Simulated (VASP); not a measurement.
# As: single point with PBE

Crystal: As.

```
CELL_PARAMETERS angstrom
2.41595 0.00000 0.00000
-1.20797 2.09227 0.00000
0.00000 0.00000 3.83744
ATOMIC_POSITIONS crystal
As 0.33333 0.66667 0.25000
As 0.66667 0.33333 0.75000
```

This cell differs from its parent crystal: volume scaled by 0.5.

```
Program                : VASP 6.6.1
Task                   : single point
Functional             : PBE
Potentials or basis    : VASP PAW PBE potentials, release 64 (As)
Cutoff                 : 520 eV
k mesh                 : 16 × 16 × 9
Occupations            : fermi-dirac, width 0.1 eV
Spin                   : no spin polarisation
Dipole correction      : no
Further INCAR settings : ALGO = Normal; EDIFF = 1e-07; NBANDS = 12
```

| Item | Value |
| --- | --- |
| Pressure | 246.9 GPa |
| Band gap on the k mesh | zero (band 5 reaches 26.70 eV, above the bottom of band 6 at 9.73 eV) |

Stress tensor (GPa, compression positive):
```
246.77   0.00   0.00
  0.00 246.77   0.00
  0.00   0.00 247.11
```

Levels at points of the mesh, in eV from the Fermi level:
```csv
k point,band 2,band 3,band 4,band 5,band 6,band 7,band 8,band 9
"(0.00, 0.00, 0.00)",-13.31,-13.23,7.90,7.90,10.73,10.73,13.44,13.92
"(0.50, 0.00, 0.00)",-14.54,-5.67,-5.26,-4.42,-2.54,0.28,5.25,9.08
```

Wall time 15 s on 1 thread of AMD EPYC 9R45 96-Core Processor (Zen 5), on a shared host, peak memory 0.12 GiB.
